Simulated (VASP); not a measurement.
# Sn (Pm-3n) in VASP: single point with r2SCAN

Aim: the single point of Sn with r2SCAN.

Everything below comes from runs of VASP 6.6.1. Logs are shortened: lines on timing, memory, paths and dates and some standing lists are left out, and cuts for length are marked.

## 1. The cell of the first run

The structure is cubic, space group Pm-3n (No. 223). Conventional cell: a = 6.076 Å, b = 6.076 Å, c = 6.076 Å, α = 90.00°, β = 90.00°, γ = 90.00°. Sn (site symmetry m-3) has 12 Sn at 3.40 Å within 4.5 Å. Within 4.0 Å of Sn (site symmetry -4m2) lie 14 Sn at 3.04 to 3.72 Å.

## 2. Single point, r2SCAN

The input, POSCAR:

```
Sn
1.0
    6.0756993416      0.0000000000      0.0000000000
    0.0000000000      6.0756993416      0.0000000000
    0.0000000000      0.0000000000      6.0756993416
Sn
8
Direct
    0.0000000000      0.0000000000      0.0000000000
    0.5000000000      0.5000000000      0.5000000000
    0.2500000000      0.0000000000      0.5000000000
    0.7500000000      0.0000000000      0.5000000000
    0.5000000000      0.2500000000      0.0000000000
    0.5000000000      0.7500000000      0.0000000000
    0.0000000000      0.5000000000      0.2500000000
    0.0000000000      0.5000000000      0.7500000000
```

The input, INCAR.step1:

```
ALGO     = Normal         # electronic algorithm
EDIFF    = 1E-4           # SCF threshold, eV
ENCUT    = 520            # plane-wave cutoff, eV
GGA      = PE             # functional
ISMEAR   = -1             # smearing method
LASPH    = T              # aspherical terms in the spheres
LCHARG   = F              # write CHGCAR
LREAL    = F              # projectors in reciprocal space
LWAVE    = T              # write WAVECAR
NBANDS   = 66             # bands
NELM     = 100            # most SCF steps
PREC     = Accurate       # precision mode
SIGMA    = 0.1            # smearing width, eV
```

The input, INCAR.step2:

```
ALGO     = Normal         # electronic algorithm
EDIFF    = 1E-7           # SCF threshold, eV
ENCUT    = 520            # plane-wave cutoff, eV
ISIF     = 2              # what is computed and relaxed
ISMEAR   = -1             # smearing method
ISTART   = 1            
LASPH    = T              # aspherical terms in the spheres
LCHARG   = F              # write CHGCAR
LMIXTAU  = T            
LREAL    = F              # projectors in reciprocal space
LWAVE    = F              # write WAVECAR
METAGGA  = R2SCAN         # meta-GGA
NBANDS   = 66             # bands
NELM     = 100            # most SCF steps
PREC     = Accurate       # precision mode
SIGMA    = 0.1            # smearing width, eV
```

The input, KPOINTS:

```
k-points
0
Gamma
  4 4 4
```

Potentials or basis: VASP PAW PBE potentials, release 64 (Sn_d).

Run with:

```sh
$ cat potpaw_PBE.64/Sn_d/POTCAR > POTCAR
$ cp INCAR.step1 INCAR
$ mpirun -np 1 vasp_std > vasp.out
$ cp INCAR.step2 INCAR
$ mpirun -np 1 vasp_std > vasp.out
```

OUTCAR:

```text
EDIFF = 1E-7
   ENCUT = 520
   ISIF = 2
   ISMEAR = -1
   ISTART = 1
   LASPH = T
   LREAL = F
   METAGGA = R2SCAN
   NELM = 100
   PREC = Accurate

 ion  position               nearest neighbor table
   1  0.000  0.000  0.000-   3 3.40   4 3.40   5 3.40   6 3.40   7 3.40   8 3.40   3 3.40   4 3.40
                             7 3.40   8 3.40   5 3.40   6 3.40
   2  0.500  0.500  0.500-   3 3.40   4 3.40   5 3.40   6 3.40   7 3.40   8 3.40   5 3.40   6 3.40
                             3 3.40   4 3.40   7 3.40   8 3.40
   3  0.250  0.000  0.500-   4 3.04   4 3.04   1 3.40   1 3.40   2 3.40   2 3.40   8 3.72   7 3.72
                             8 3.72   7 3.72   6 3.72   5 3.72   5 3.72   6 3.72
   4  0.750  0.000  0.500-   3 3.04   3 3.04   1 3.40   1 3.40   2 3.40   2 3.40   8 3.72   7 3.72
                             8 3.72   7 3.72   6 3.72   5 3.72   5 3.72   6 3.72
   5  0.500  0.250  0.000-   6 3.04   6 3.04   1 3.40   2 3.40   2 3.40   1 3.40   8 3.72   7 3.72
                             7 3.72   8 3.72   3 3.72   4 3.72   3 3.72   4 3.72
   6  0.500  0.750  0.000-   5 3.04   5 3.04   1 3.40   2 3.40   2 3.40   1 3.40   8 3.72   7 3.72
                             7 3.72   8 3.72   3 3.72   4 3.72   3 3.72   4 3.72
   7  0.000  0.500  0.250-   8 3.04   8 3.04   1 3.40   2 3.40   1 3.40   2 3.40   3 3.72   4 3.72
                             5 3.72   3 3.72   4 3.72   6 3.72   5 3.72   6 3.72
   8  0.000  0.500  0.750-   7 3.04   7 3.04   1 3.40   2 3.40   1 3.40   2 3.40   3 3.72   4 3.72
                             5 3.72   3 3.72   4 3.72   6 3.72   5 3.72   6 3.72

  LATTYP: Found a simple cubic cell.
 ALAT       =     6.0756993416

  Lattice vectors:

 A1 = (   6.0756993416,   0.0000000000,   0.0000000000)
 A2 = (   0.0000000000,   6.0756993416,   0.0000000000)
 A3 = (   0.0000000000,   0.0000000000,   6.0756993416)

Analysis of symmetry for initial positions (statically):
=====================================================================
 Subroutine PRICEL returns:
 Original cell was already a primitive cell.

 Routine SETGRP: Setting up the symmetry group for a
 simple cubic supercell.

 Subroutine GETGRP returns: Found 48 space group operations
 (whereof 24 operations were pure point group operations)
 out of a pool of 48 trial point group operations.

The static configuration has the point symmetry T_h .
 The point group associated with its full space group is O_h .

Analysis of symmetry for dynamics (positions and initial velocities):
=====================================================================
 Subroutine PRICEL returns:
 Original cell was already a primitive cell.

 Routine SETGRP: Setting up the symmetry group for a
 simple cubic supercell.

 Subroutine GETGRP returns: Found 48 space group operations
 (whereof 24 operations were pure point group operations)
 out of a pool of 48 trial point group operations.

The dynamic configuration has the point symmetry T_h .
 The point group associated with its full space group is O_h .

 Subroutine INISYM returns: Found 48 space group operations
 (whereof 24 operations are pure point group operations),
 and found     1 'primitive' translations

----------------------------------------------------------------------------------------

                                     Primitive cell

  volume of cell :     224.2791

  direct lattice vectors                    reciprocal lattice vectors
     6.075699342  0.000000000  0.000000000     0.164590106  0.000000000  0.000000000
     0.000000000  6.075699342  0.000000000     0.000000000  0.164590106  0.000000000
     0.000000000  0.000000000  6.075699342     0.000000000  0.000000000  0.164590106

  length of vectors
     6.075699342  6.075699342  6.075699342     0.164590106  0.164590106  0.164590106

  position of ions in fractional coordinates (direct lattice)
     0.000000000  0.000000000  0.000000000
     0.500000000  0.500000000  0.500000000
     0.250000000  0.000000000  0.500000000
     0.750000000  0.000000000  0.500000000
     0.500000000  0.250000000  0.000000000
     0.500000000  0.750000000  0.000000000
     0.000000000  0.500000000  0.250000000
     0.000000000  0.500000000  0.750000000

  ion indices of the primitive-cell ions
   primitive index   ion index
                 1           1
                 2           2
                 3           3
                 4           4
                 5           5
                 6           6
                 7           7
                 8           8

----------------------------------------------------------------------------------------

 KPOINTS: k-points

Automatic generation of k-mesh.
 Grid dimensions read from file:
 generate k-points for:    4    4    4

 Generating k-lattice:

  Cartesian coordinates                     Fractional coordinates (reciprocal lattice)
     0.041147527  0.000000000  0.000000000     0.250000000  0.000000000  0.000000000
     0.000000000  0.041147527  0.000000000     0.000000000  0.250000000  0.000000000
     0.000000000  0.000000000  0.041147527     0.000000000  0.000000000  0.250000000

  Length of vectors
     0.041147527  0.041147527  0.041147527

  Shift w.r.t. Gamma in fractional coordinates (k-lattice)
     0.000000000  0.000000000  0.000000000

 Subroutine IBZKPT returns following result:
 ===========================================

 Found     10 irreducible k-points:

 Following reciprocal coordinates:
            Coordinates               Weight
  0.000000  0.000000  0.000000      1.000000
  0.250000  0.000000  0.000000      6.000000
  0.500000  0.000000  0.000000      3.000000
  0.250000  0.250000  0.000000     12.000000
  0.500000  0.250000  0.000000     12.000000
  0.500000  0.500000  0.000000      3.000000
  0.250000  0.250000  0.250000      8.000000
  0.500000  0.250000  0.250000     12.000000
  0.500000  0.500000  0.250000      6.000000
  0.500000  0.500000  0.500000      1.000000
   k-points           NKPTS =     10   k-points in BZ     NKDIM =     10   number of bands    NBANDS=     66
   number of dos      NEDOS =    301   number of ions     NIONS =      8
   total plane-waves  NPLWV = 110592
   dimension x,y,z NGX =    48 NGY =   48 NGZ =   48
   dimension x,y,z NGXF=    96 NGYF=   96 NGZF=   96
   ions per type =               8
   NGX,Y,Z   is equivalent  to a cutoff of  13.13, 13.13, 13.13 a.u.
   NGXF,Y,Z  is equivalent  to a cutoff of  26.27, 26.27, 26.27 a.u.
 SYSTEM =  unknown system
   PREC   = accura    normal or accurate (medium, high low for compatibility)
   ISTART =      1    job   : 0-new  1-cont  2-samecut
   ICHARG =      0    charge: 1-file 2-atom 10-const
   ISPIN  =      1    spin polarized calculation?
   LNONCOLLINEAR =      F non collinear calculations
   LSORBIT =      F    spin-orbit coupling
   LASPH  =      T    aspherical Exc in radial PAW
   ENCUT  =  520.0 eV  38.22 Ry    6.18 a.u.  11.30 11.30 11.30*2*pi/ulx,y,z
   NELM   =    100;   NELMIN=  2; NELMDL=  0     # of ELM steps
   EDIFF  = 0.1E-06   stopping-criterion for ELM
   LREAL  =      F    real-space projection
   EDIFFG = 0.1E-05   stopping-criterion for IOM
   NSW    =      0    number of steps for IOM
   IBRION =     -1    ionic relax: 0-MD 1-quasi-New 2-CG
   NFREE  =      0    steps in history (QN), initial steepest desc. (CG)
   ISIF   =      2    stress and relaxation
   ISYM   =      2    0-nonsym 1-usesym 2-fastsym
   POTIM  = 0.5000    time-step for ionic-motion
   TEBEG  =    0.0;   TEEND  =   0.0 temperature during run
   PSTRESS=    0.0 pullay stress
   NELECT =     112.0000    total number of electrons
   NUPDOWN=      -1.0000    fix difference up-down
   EMIN   =  10.00;   EMAX   =-10.00  energy-range for DOS
   EFERMI =   0.00;   METHOD = LEGACY
   ISMEAR =    -1;   SIGMA  =   0.10  broadening in eV -4-tet -1-fermi 0-gaus
   EFERMI_NEDOS =   21; number of points for ismear=-14 and -15
   IALGO  =     38    algorithm
   IMIX   =      4    mixing-type and parameters
     AMIX     =   0.40;   BMIX     =  1.00
     AMIX_MAG =   1.60;   BMIX_MAG =  1.00
  volume/ion in A,a.u.               =      28.03       189.19
  Fermi-wavevector in a.u.,A,eV,Ry     =   1.298827  2.454427 22.952361  1.686951
  Thomas-Fermi vector in A             =   2.430130
   LORBIT       =      0    0 simple, 1 ext, 2 COOP (PROOUT), +10 PAW based schemes
   METAGGA = R2SCAN    functional components
   LHFCALC =     F    Hartree Fock is set to
   AEXX    =    0.0000 exact exchange contribution
   IVDW    =     0    specifies the selected vdW correction
   LEPSILON=     F    determine dielectric tensor
   LRPA    =     F    only Hartree local field effects (RPA)
 non-spin polarized calculation
  energy-cutoff  :      520.00
  volume of cell :      224.28
 maximum number of plane-waves:      6088
 NGX is ok and might be reduce to    48
   NGX = 23   NGY = 23   NGZ = 23

 number of electron     112.0000118 magnetization

 Free energy of the ion-electron system (eV)
  ---------------------------------------------------
  ext. energy  EPLUGINS =         0.00000000
  ---------------------------------------------------
  free energy    TOTEN  =      -195.32819307 eV

  energy without entropy =     -195.12600159  energy(sigma->0) =     -195.22709733

 E-fermi :   7.7021     XC(G=0): -11.0959

 val. band max:        7.6189119285   @ k =   0.2500   0.0000   0.0000
 cond. band min:       7.7073641053   @ k =   0.2500   0.0000   0.0000
 fundamental gap:      0.0884521768
 Fermi energy:         7.7020755128

 k-point     1 :       0.0000    0.0000    0.0000
  band No.  band energies     occupation
      1     -14.7252      2.00000
      2     -14.7176      2.00000
      3     -14.7176      2.00000
      4     -14.5992      2.00000
      5     -14.5992      2.00000
      6     -14.5992      2.00000
[... 58 lines left out ...]
     65      10.7582      0.00000
     66      10.7582      0.00000

 k-point     2 :       0.2500    0.0000    0.0000
  band No.  band energies     occupation
      1     -14.7218      2.00000
      2     -14.7179      2.00000
      3     -14.6638      2.00000
      4     -14.6066      2.00000
      5     -14.5897      2.00000
      6     -14.5897      2.00000
[... 610 lines left out ...]
     65       9.4552      0.00000
     66       9.4552      0.00000

------------------------ aborting loop because EDIFF is reached ----------------------------------------

  FORCE on cell =-STRESS in cart. coord.  units (eV):
  Direction    XX          YY          ZZ          XY          YZ          ZX
  --------------------------------------------------------------------------------------
  -------------------------------------------------------------------------------------
  Total       -0.0023191     -0.0023191     -0.0023191      0.0000000      0.0000000      0.0000000
  in kB       -0.0165666     -0.0165666     -0.0165666      0.0000000      0.0000000      0.0000000
  external PRESSURE =      -0.0165666 kB  Pullay stress =       0.0000000 kB

 VOLUME and BASIS-vectors are now :
 -----------------------------------------------------------------------------
  energy-cutoff  :      520.00
  volume of cell :      224.28
      direct lattice vectors                 reciprocal lattice vectors
     6.075699342  0.000000000  0.000000000     0.164590106  0.000000000  0.000000000
     0.000000000  6.075699342  0.000000000     0.000000000  0.164590106  0.000000000
     0.000000000  0.000000000  6.075699342     0.000000000  0.000000000  0.164590106

 POSITION                                       TOTAL-FORCE (eV/Angst)
 -----------------------------------------------------------------------------------
      0.00000      0.00000      0.00000         0.000000      0.000000     -0.000000
      3.03785      3.03785      3.03785         0.000000      0.000000     -0.000000
      1.51892      0.00000      3.03785         0.000000     -0.000000      0.000000
      4.55677      0.00000      3.03785        -0.000000      0.000000      0.000000
      3.03785      1.51892      0.00000        -0.000000     -0.000000      0.000000
      3.03785      4.55677      0.00000        -0.000000      0.000000     -0.000000
      0.00000      3.03785      1.51892         0.000000      0.000000     -0.000000
      0.00000      3.03785      4.55677         0.000000      0.000000      0.000000
 -----------------------------------------------------------------------------------
    total drift:                                0.000000     -0.000000      0.000000

  FREE ENERGIE OF THE ION-ELECTRON SYSTEM (eV)
  ---------------------------------------------------
  free  energy   TOTEN  =      -195.3281930692 eV

  energy  without entropy=     -195.1260015884  energy(sigma->0) =     -195.22709733
```

Run time: 7.5 min. Hardware: 1 thread of AMD EPYC 7R13 (Zen 3), shared host; peak memory 0.38 GiB.

Results:

| Property | Result |
| --- | --- |
| Free energy | -195.3282 eV |
| Pressure | 0.0 GPa |
| Band gap on the k mesh | zero (bands 56 and 57 overlap by 1.48 eV) |

Caveat: the PAW data sets were made with another functional, which shifts forces and pressure a little; spin-orbit coupling is left out, which moves the levels of the heavy elements.
